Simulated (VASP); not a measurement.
# AgSnF3 (P6_3/mmc) in VASP: further runs, part 3 of 3

VASP 6.6.1.

## (4) Single point, PBE

This run uses another cell than the first one, of 18.64 Å³/atom.

Input file INCAR:

```
SYSTEM = AgSnF3
  ALGO = Normal
  EDIFF = 1E-7
  ENCUT = 520
  GGA = PE
  ISIF = 2
  ISMEAR = 0
  LASPH = .True.
  LCHARG = .False.
  LREAL = .False.
  LWAVE = .False.
  NBANDS = 57
  NELM = 80
  PREC = Accurate
  SIGMA = 0.02
```

Input file KPOINTS:

```
k-points
0
Gamma
  6 6 4
  0 0 0
```

Input file POSCAR:

```
AgSnF3
1.0
    5.5269319280      0.0000000000      0.0000000000
   -2.7634659640      4.7864634546      0.0000000000
    0.0000000000      0.0000000000      7.0457510550
Ag Sn F
2 2 6
Direct
    0.3333333333      0.6666666667      0.7500000000
    0.6666666667      0.3333333333      0.2500000000
    0.0000000000      0.0000000000      0.0000000000
    0.0000000000      0.0000000000      0.5000000000
    0.8337561854      0.6675123708      0.7500000000
    0.3324876292      0.1662438146      0.7500000000
    0.8337561854      0.1662438146      0.7500000000
    0.1662438146      0.3324876292      0.2500000000
    0.6675123708      0.8337561854      0.2500000000
    0.1662438146      0.8337561854      0.2500000000
```

Potentials or basis: VASP PAW PBE potentials, release 64 (Ag, Sn_d, F).

Launch:

```console
cat potpaw_PBE.64/Ag/POTCAR potpaw_PBE.64/Sn_d/POTCAR potpaw_PBE.64/F/POTCAR > POTCAR
mpirun -np 1 vasp_std > vasp.out
```

OUTCAR:

```text
SYSTEM = AgSnF3
   EDIFF = 1E-7
   ENCUT = 520
   GGA = PE
   ISIF = 2
   ISMEAR = 0
   LASPH = .True.
   LREAL = .False.
   NELM = 80
   PREC = Accurate

 ion  position               nearest neighbor table
   1  0.333  0.667  0.750-   3 3.64   4 3.64   3 3.64   4 3.64   3 3.64   4 3.64
   2  0.667  0.333  0.250-   3 3.64   4 3.64   3 3.64   4 3.64   3 3.64   4 3.64
   3  0.000  0.000  0.000-   5 2.37   8 2.37   7 2.37   6 2.37   9 2.37  10 2.37   4 3.52   4 3.52
                             1 3.64   2 3.64   1 3.64   2 3.64   2 3.64   1 3.64
   4  0.000  0.000  0.500-   5 2.37   8 2.37   7 2.37   6 2.37   9 2.37  10 2.37   3 3.52   3 3.52
                             1 3.64   2 3.64   1 3.64   2 3.64   2 3.64   1 3.64
   5  0.834  0.668  0.750-   3 2.37   4 2.37
   6  0.332  0.166  0.750-   3 2.37   4 2.37
   7  0.834  0.166  0.750-   3 2.37   4 2.37
   8  0.166  0.332  0.250-   3 2.37   4 2.37
   9  0.668  0.834  0.250-   3 2.37   4 2.37
  10  0.166  0.834  0.250-   3 2.37   4 2.37

  LATTYP: Found a hexagonal cell.
 ALAT       =     5.5269319280
 C/A-ratio  =     1.2748032990

  Lattice vectors:

 A1 = (   5.5269319280,   0.0000000000,   0.0000000000)
 A2 = (  -2.7634659640,   4.7864634546,   0.0000000000)
 A3 = (   0.0000000000,   0.0000000000,   7.0457510550)

Analysis of symmetry for initial positions (statically):
=====================================================================
 Subroutine PRICEL returns:
 Original cell was already a primitive cell.

 Routine SETGRP: Setting up the symmetry group for a
 hexagonal supercell.

 Subroutine GETGRP returns: Found 24 space group operations
 (whereof 12 operations were pure point group operations)
 out of a pool of 24 trial point group operations.

The static configuration has the point symmetry D_3d.
 The point group associated with its full space group is D_6h.

Analysis of symmetry for dynamics (positions and initial velocities):
=====================================================================
 Subroutine PRICEL returns:
 Original cell was already a primitive cell.

 Routine SETGRP: Setting up the symmetry group for a
 hexagonal supercell.

 Subroutine GETGRP returns: Found 24 space group operations
 (whereof 12 operations were pure point group operations)
 out of a pool of 24 trial point group operations.

The dynamic configuration has the point symmetry D_3d.
 The point group associated with its full space group is D_6h.

 Subroutine INISYM returns: Found 24 space group operations
 (whereof 12 operations are pure point group operations),
 and found     1 'primitive' translations

----------------------------------------------------------------------------------------

                                     Primitive cell

  volume of cell :     186.3915

  direct lattice vectors                    reciprocal lattice vectors
     5.526931928  0.000000000  0.000000000     0.180932209  0.104461259  0.000000000
    -2.763465964  4.786463455  0.000000000     0.000000000  0.208922519  0.000000000
     0.000000000  0.000000000  7.045751055     0.000000000  0.000000000  0.141929511

  length of vectors
     5.526931928  5.526931928  7.045751055     0.208922519  0.208922519  0.141929511

  position of ions in fractional coordinates (direct lattice)
[... 73 lines left out ...]
   k-points           NKPTS =     21   k-points in BZ     NKDIM =     21   number of bands    NBANDS=     57
   number of dos      NEDOS =    301   number of ions     NIONS =     10
   total plane-waves  NPLWV =  95256
   dimension x,y,z NGX =    42 NGY =   42 NGZ =   54
   dimension x,y,z NGXF=    84 NGYF=   84 NGZF=  108
   ions per type =               2   2   6
   NGX,Y,Z   is equivalent  to a cutoff of  12.63, 12.63, 12.74 a.u.
   NGXF,Y,Z  is equivalent  to a cutoff of  25.27, 25.27, 25.48 a.u.
 SYSTEM =  AgSnF3
   PREC   = accura    normal or accurate (medium, high low for compatibility)
   ISTART =      0    job   : 0-new  1-cont  2-samecut
   ICHARG =      2    charge: 1-file 2-atom 10-const
   ISPIN  =      1    spin polarized calculation?
   LNONCOLLINEAR =      F non collinear calculations
   LSORBIT =      F    spin-orbit coupling
   LASPH  =      T    aspherical Exc in radial PAW
   ENCUT  =  520.0 eV  38.22 Ry    6.18 a.u.  10.28 10.28 13.10*2*pi/ulx,y,z
   NELM   =     80;   NELMIN=  2; NELMDL= -5     # of ELM steps
   EDIFF  = 0.1E-06   stopping-criterion for ELM
   LREAL  =      F    real-space projection
   EDIFFG = 0.1E-05   stopping-criterion for IOM
   NSW    =      0    number of steps for IOM
   IBRION =     -1    ionic relax: 0-MD 1-quasi-New 2-CG
   NFREE  =      0    steps in history (QN), initial steepest desc. (CG)
   ISIF   =      2    stress and relaxation
   ISYM   =      2    0-nonsym 1-usesym 2-fastsym
   POTIM  = 0.5000    time-step for ionic-motion
   TEBEG  =    0.0;   TEEND  =   0.0 temperature during run
   PSTRESS=    0.0 pullay stress
   NELECT =      92.0000    total number of electrons
   NUPDOWN=      -1.0000    fix difference up-down
   EMIN   =  10.00;   EMAX   =-10.00  energy-range for DOS
   EFERMI =   0.00;   METHOD = LEGACY
   ISMEAR =     0;   SIGMA  =   0.02  broadening in eV -4-tet -1-fermi 0-gaus
   EFERMI_NEDOS =   21; number of points for ismear=-14 and -15
   IALGO  =     38    algorithm
   IMIX   =      4    mixing-type and parameters
     AMIX     =   0.40;   BMIX     =  1.00
     AMIX_MAG =   1.60;   BMIX_MAG =  1.00
  volume/ion in A,a.u.               =      18.64       125.78
  Fermi-wavevector in a.u.,A,eV,Ry     =   1.293785  2.444899 22.774509  1.673879
  Thomas-Fermi vector in A             =   2.425409
   LORBIT       =      0    0 simple, 1 ext, 2 COOP (PROOUT), +10 PAW based schemes
   GGA     = PE    functional components
   LHFCALC =     F    Hartree Fock is set to
   AEXX    =    0.0000 exact exchange contribution
   IVDW    =     0    specifies the selected vdW correction
   LEPSILON=     F    determine dielectric tensor
   LRPA    =     F    only Hartree local field effects (RPA)
 non-spin polarized calculation
 Gauss-broadening in eV      SIGMA  =   0.02
  energy-cutoff  :      520.00
  volume of cell :      186.39
 maximum number of plane-waves:      5066
 NGX is ok and might be reduce to    42
   NGX = 21   NGY = 21   NGZ = 27

 number of electron      91.9999960 magnetization

 Free energy of the ion-electron system (eV)
  ---------------------------------------------------
  ext. energy  EPLUGINS =         0.00000000
  ---------------------------------------------------
  free energy    TOTEN  =       -38.46620628 eV

  energy without entropy =      -38.46620628  energy(sigma->0) =      -38.46620628

 E-fermi :   2.7933     XC(G=0):  -9.0583

 val. band max:        2.6414120681   @ k =   0.3333   0.3333   0.0000
 cond. band min:       3.4688157158   @ k =   0.5000   0.0000   0.0000
 fundamental gap:      0.8274036476
 Fermi energy:         2.7933408377

 k-point     1 :       0.0000    0.0000    0.0000
  band No.  band energies     occupation
      1     -20.0783      2.00000
      2     -19.9207      2.00000
      3     -19.8017      2.00000
      4     -19.8017      2.00000
      5     -19.5047      2.00000
      6     -19.5047      2.00000
[... 1249 lines left out ...]
     56       9.5779      0.00000
     57      10.7365      0.00000

------------------------ aborting loop because EDIFF is reached ----------------------------------------

  FORCE on cell =-STRESS in cart. coord.  units (eV):
  Direction    XX          YY          ZZ          XY          YZ          ZX
  --------------------------------------------------------------------------------------
  -------------------------------------------------------------------------------------
  Total       -0.1821573     -0.1821573     -0.0188362      0.0000000      0.0000000      0.0000000
  in kB       -1.5657810     -1.5657810     -0.1619119      0.0000000      0.0000000      0.0000000
  external PRESSURE =      -1.0978246 kB  Pullay stress =       0.0000000 kB

 VOLUME and BASIS-vectors are now :
 -----------------------------------------------------------------------------
  energy-cutoff  :      520.00
  volume of cell :      186.39
      direct lattice vectors                 reciprocal lattice vectors
     5.526931928  0.000000000  0.000000000     0.180932209  0.104461259  0.000000000
    -2.763465964  4.786463455  0.000000000     0.000000000  0.208922519  0.000000000
     0.000000000  0.000000000  7.045751055     0.000000000  0.000000000  0.141929511

 POSITION                                       TOTAL-FORCE (eV/Angst)
 -----------------------------------------------------------------------------------
     -0.00000      3.19098      5.28431        -0.000000      0.000000      0.000000
      2.76347      1.59549      1.76144        -0.000000      0.000000      0.000000
      0.00000      0.00000      0.00000        -0.000000      0.000000      0.000000
      0.00000      0.00000      3.52288        -0.000000      0.000000      0.000000
      2.76347      3.19502      5.28431        -0.000000     -0.015934     -0.000000
      1.37823      0.79572      5.28431         0.013799      0.007967     -0.000000
      4.14870      0.79572      5.28431        -0.013799      0.007967     -0.000000
      0.00000      1.59144      1.76144        -0.000000      0.015934     -0.000000
      1.38524      3.99074      1.76144        -0.013799     -0.007967      0.000000
     -1.38524      3.99074      1.76144         0.013799     -0.007967      0.000000
 -----------------------------------------------------------------------------------
    total drift:                                0.000000     -0.000000      0.000000

  FREE ENERGIE OF THE ION-ELECTRON SYSTEM (eV)
  ---------------------------------------------------
  free  energy   TOTEN  =       -38.4662062838 eV

  energy  without entropy=      -38.4662062838  energy(sigma->0) =      -38.46620628
```

Wall time 6.4 min (1 thread of AMD EPYC 7R43 (Zen 3), shared host); peak memory 0.36 GiB.

Results:

- Free energy: -38.4662 eV
- Pressure: -0.1 GPa
- Largest force: 0.016 eV/Å
- Band gap on the k mesh: 0.83 eV (least direct gap 0.84 eV)

Forces on the atoms (eV/Å):
```
Ag   0.000  0.000  0.000
Ag   0.000  0.000  0.000
Sn   0.000  0.000  0.000
Sn   0.000  0.000  0.000
F    0.000 -0.016  0.000
F    0.014  0.008  0.000
F   -0.014  0.008  0.000
F    0.000  0.016  0.000
F   -0.014 -0.008  0.000
F    0.014 -0.008  0.000
```

Caveat: spin-orbit coupling is left out, which moves the levels of the heavy elements.

## (5) Summary

```csv
cell,smearing,gap on the mesh (eV),pressure (GPa),largest force (eV/Å)
"a = 5.723, b = 5.723, c = 4.807 Å, angles 90.0, 90.0, 120.0°, 10 atoms, atomic positions A",gaussian 0.1 eV,none,45.3,4.71
"a = 5.525, b = 5.525, c = 7.038 Å, angles 90.0, 90.0, 120.0°, 10 atoms, atomic positions B",gaussian 0.1 eV,0.82,0.0,0.01
"a = 5.527, b = 5.527, c = 7.046 Å, angles 90.0, 90.0, 120.0°, 10 atoms, atomic positions C",gaussian 0.02 eV,0.83,-0.1,0.02
```

Alike in all rows: task single point; level PBE; potentials or basis VASP PAW PBE potentials, release 64 (Ag, Sn_d, F); no spin polarisation; k mesh 6 × 6 × 4; cutoff (eV) 520.

Caveats: spin-orbit coupling is left out, which moves the levels of the heavy elements; the stress differs along the axes, from 35 to 65 GPa (at least some runs); forces of over 1 eV/Å act on the atoms, so gaps and moduli don't describe the material at rest (at least some runs).

Absolute energies hang on the potentials; compare differences alone.

The gap in the log of VASP goes by the Fermi energy; the results here count the filled bands.